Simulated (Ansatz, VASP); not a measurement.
## Two plane-wave programs on BAs

The input INCAR:

```
  PREC = Accurate
  ENCUT = 500
  EDIFF = 1E-6
  ISMEAR = 0
  SIGMA = 0.01
  LREAL = False
  LASPH = True
  NELM = 120
  ALGO = Normal
  ISIF = 2
  LWAVE = False
  LCHARG = False
  GGA = PE
  NBANDS = 11
  GGA_COMPAT = False
```

The input KPOINTS:

```
Automatic mesh
0
Gamma
  8 8 8
```

The input POSCAR:

```
BAs
1.0
    0.0000000000      2.4515620767      2.4515620767
    2.4515620767      0.0000000000      2.4515620767
    2.4515620767      2.4515620767      0.0000000000
B As
1 1
Direct
    0.0000000000      0.0000000000      0.0000000000
    0.2500000000      0.2500000000      0.2500000000
```

Input for Ansatz:

```yaml
crystal:
  lattice:
    - [0.0, 2.4515620767, 2.4515620767]
    - [2.4515620767, 0.0, 2.4515620767]
    - [2.4515620767, 2.4515620767, 0.0]
  atoms:
    - { symbol: B, position: [0.0, 0.0, 0.0] }
    - { symbol: As, position: [0.25, 0.25, 0.25] }
kpoints:
  mp_grid: { grid: [8, 8, 8] }
hamiltonian:
  xc: pbe
scf:
  occupations: { method: fixed }
  n_extra_bands: 4
output:
  forces: true
  stress: true
  eigenvalues: true
```

Alike in both runs: task single point; functional PBE; k mesh 8 × 8 × 8; no spin polarisation.

|  | VASP | Ansatz |
| --- | --- | --- |
| version | VASP 6.6.1 | Ansatz 0.2.0 |
| potentials or method | VASP PAW PBE potentials, release 64 (B, As) | plane waves, PAW |
| plane-wave cutoff (eV) | 500 | 420 |
| occupations | gaussian, width 0.01 eV | fixed |
| valence electrons in the cell | 8 | 18 |

|  | VASP | Ansatz | Ansatz less VASP |
| --- | --- | --- | --- |
| gap on the k mesh at the Fermi level (eV) | 1.26 | 1.27 | +0.007 |
| pressure (GPa) | -6.3 | -6.8 | -0.44 |

VASP's potentials hold 8 valence electrons a cell and Ansatz's 18, so a difference there can come from the potentials and not from the codes.
